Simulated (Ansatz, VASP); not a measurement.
TiB2: VASP beside Ansatz

File INCAR:

```
SYSTEM = TiB2
  PREC = Accurate
  ENCUT = 520
  EDIFF = 1E-7
  ISMEAR = -1
  SIGMA = 0.08
  LREAL = .False.
  LASPH = .True.
  NELM = 100
  ALGO = Normal
  ISIF = 2
  LWAVE = .False.
  LCHARG = .False.
  GGA = PE
  NBANDS = 16
```

File KPOINTS:

```
regular mesh
0
Gamma
  11 11 9
  0 0 0
```

File POSCAR:

```
TiB2
1.0
    2.6285180418      0.0000000000      0.0000000000
   -1.3142590209      2.2763633985      0.0000000000
    0.0000000000      0.0000000000      2.6600449154
Ti B
1 2
Direct
    0.0000000000      0.0000000000      0.0000000000
    0.3333333333      0.6666666667      0.5000000000
    0.6666666667      0.3333333333      0.5000000000
```

Input for Ansatz:

```yaml
crystal:
  lattice:
    - [2.6285180418, 0.0, 0.0]
    - [-1.3142590209, 2.2763633985, 0.0]
    - [0.0, 0.0, 2.6600449154]
  atoms:
    - { symbol: Ti, position: [0.0, 0.0, 0.0] }
    - { symbol: B, position: [0.3333333333, 0.6666666667, 0.5] }
    - { symbol: B, position: [0.6666666667, 0.3333333333, 0.5] }
kpoints:
  mp_grid: { grid: [11, 11, 9] }
  band_path:
    path:
      - [0.0, 0.0, 0.0]
      - [0.5, 0.0, 0.0]
      - [0.3333333333, 0.3333333333, 0.0]
      - [0.0, 0.0, 0.0]
      - [0.0, 0.0, 0.5]
      - [0.5, 0.0, 0.5]
      - [0.3333333333, 0.3333333333, 0.5]
      - [0.0, 0.0, 0.5]
      - [0.5, 0.0, 0.5]
    npoints: 8
scf:
  occupations: { method: fermi_dirac, width: 0.08 }
hamiltonian:
  xc: pbe
  pseudopotentials: { kind: all_electron, lapw: { basis_error: 0.001 } }
output:
  forces: true
  stress: true
  eigenvalues: true
  populations: true
  dos: { projected: true, de: 0.2, e_range: [-14, 8] }
```

Change from the starting cell: volume scaled by 0.62, LAPW.

Alike in both runs: task single point; functional PBE; k mesh 11 × 11 × 9; occupations fermi-dirac, width 0.08 eV; no spin polarisation.

|  | VASP | Ansatz |
| --- | --- | --- |
| version | VASP 6.6.1 | Ansatz 0.2.0 |
| potentials or method | VASP PAW PBE potentials, release 64 (Ti_sv, B), cutoff 520 eV | all-electron LAPW, scalar-relativistic |

Ansatz gave:

- pressure (GPa): 299.4
- traceless stress, the component that is largest in VASP (GPa): 0.11

Q: Which values does VASP return?

A: Pressure (GPa): 298.2; traceless stress, the component that is largest in VASP (GPa): -0.74.

Both programs put the cell under a high pressure, so it lies far from rest at this level. Ansatz ran all-electron here, and VASP with PAW potentials.

Noted on VASP's run: the cell as given lies far from equilibrium.
